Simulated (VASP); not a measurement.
Here is a VASP 6.6.1 calculation.

INCAR

```
SYSTEM = Si3Ni7
  PREC = Accurate
  ENCUT = 400
  EDIFF = 1E-6
  ISMEAR = -1
  SIGMA = 0.2146
  LREAL = Auto
  LASPH = .TRUE.
  NELM = 120
  ALGO = Normal
  ISIF = 2
  LWAVE = .FALSE.
  LCHARG = .TRUE.
  GGA = PE
  LELF = .TRUE.
  LVHAR = .TRUE.
  NBANDS = 98
  ISYM = -1
  GGA_COMPAT = .FALSE.
```

Contents of KPOINTS:

```
explicit points
1
Reciprocal
  0.25000000   0.25000000   0.25000000 1
```

File POSCAR:

```
Si3Ni7
1.0
    6.3191000000      0.0520890000     -0.0979460000
    0.0520890000      6.2804780000      0.1071670000
   -0.0979460000      0.1071670000      6.3162060000
Ni Si
14 6
Direct
    0.1984025281      0.2967341621      0.7131582827
    0.5015363160      0.4773497447      0.4195965641
    0.6230961292      0.3554135121      0.8336316412
    0.2376443933      0.2412309871      0.3104074371
    0.9100295356      0.5187908358      0.5280453955
    0.2661394027      0.4916752808      0.0420678054
    0.6495053664      0.7244736876      0.6183046881
    0.8897100896      0.6987264503      0.1488778433
    0.5217724997      0.8930273036      0.2546964859
    0.7719066467      0.1261315911      0.6252155209
    0.1224983895      0.8482622356      0.4313162852
    0.2591965118      0.8582338289     -0.0078286052
    0.3306515939      0.6392265058      0.6842561839
    0.7070757261      0.3573593744      0.1906225204
    0.3930123996     -0.0003283214      0.6265958041
   -0.0383818914      0.4271802145      0.8714840880
    0.8578085292      0.0160871464      0.2877998126
    0.5783515291      0.6741199100      1.0195860950
    0.3928109805      0.1462099590      0.0187225340
   -0.0784198239      0.8526179375      0.8037419276
```

Potentials or basis: VASP PAW PBE potentials, release 64 (Ni, Si).

The run is started by

```bash
$ cat potpaw_PBE.64/Ni/POTCAR potpaw_PBE.64/Si/POTCAR > POTCAR
$ mpirun -np 1 vasp_std > vasp.out
```

Q: What does it give for the pressure?

A: 6.4 GPa.

Q: Predict the largest force.

A: 3.646 eV/Å.

Stress tensor (GPa, compression positive):
```
 7.33 -2.10 -0.89
-2.10  7.90  5.21
-0.89  5.21  3.83
```

Caveat: the atoms stand as in a frame of molecular dynamics. Spin polarisation is off, so any magnetic state and its effect on volume and gap are missing.
